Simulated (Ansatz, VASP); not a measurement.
Sb: VASP beside Ansatz

File INCAR:

```
PREC = Accurate
ENCUT = 520
EDIFF = 1E-8
ISMEAR = -1
SIGMA = 0.05
LREAL = F
LASPH = T
NELM = 60
ALGO = Normal
ISIF = 2
LWAVE = F
LCHARG = F
GGA = PE
LEFG = T
NBANDS = 12
```

The input KPOINTS:

```
Automatic mesh
0
Gamma
  12 12 7
```

Contents of POSCAR:

```
Sb
1.0
    3.3577325362      0.0000000000      0.0000000000
   -1.6788662682      2.9078816755      0.0000000000
    0.0000000000      0.0000000000      5.3121737799
Sb
2
Direct
    0.3333333333      0.6666666667      0.2500000000
    0.6666666667      0.3333333333      0.7500000000
```

Input for Ansatz:

```yaml
crystal:
  lattice:
    - [3.3577325362, 0.0, 0.0]
    - [-1.6788662682, 2.9078816755, 0.0]
    - [0.0, 0.0, 5.3121737799]
  atoms:
    - { symbol: Sb, position: [0.3333333333, 0.6666666667, 0.25] }
    - { symbol: Sb, position: [0.6666666667, 0.3333333333, 0.75] }
kpoints:
  mp_grid: { grid: [12, 12, 7] }
scf:
  occupations: { method: fermi_dirac, width: 0.05 }
hamiltonian:
  xc: pbe
  pseudopotentials: { kind: paw }
output:
  forces: true
  stress: true
  eigenvalues: true
  efg: { contact_densities: true }
```

Change from the starting cell: volume scaled by 0.99, PAW files.

Alike in both runs: task electric field gradients; functional PBE; k mesh 12 × 12 × 7; occupations fermi-dirac, width 0.05 eV; no spin polarisation.

|  | VASP | Ansatz |
| --- | --- | --- |
| version | VASP 6.6.1 | Ansatz 0.2.0 |
| potentials or method | VASP PAW PBE potentials, release 64 (Sb) | PAW with Ansatz's default frozen-core files, scalar-relativistic |
| plane-wave cutoff (eV) | 520 | 420 |
| valence electrons in the cell | 10 | 30 |

```tsv
	VASP	Ansatz	Ansatz less VASP
pressure (GPa)	3.6	3.8	+0.14
traceless stress, the component that is largest in VASP (GPa)	-0.76	-0.76	+0.005
size of Vzz on the site where it differs most (V/Å²)	20.7	22.5	+1.81
```

The functional is the same, so the differences come from potentials, cutoffs and numerics. VASP's potentials hold 10 valence electrons a cell and Ansatz's 30, so a difference there can come from the potentials and not from the codes.

Neither program's run includes spin-orbit coupling.
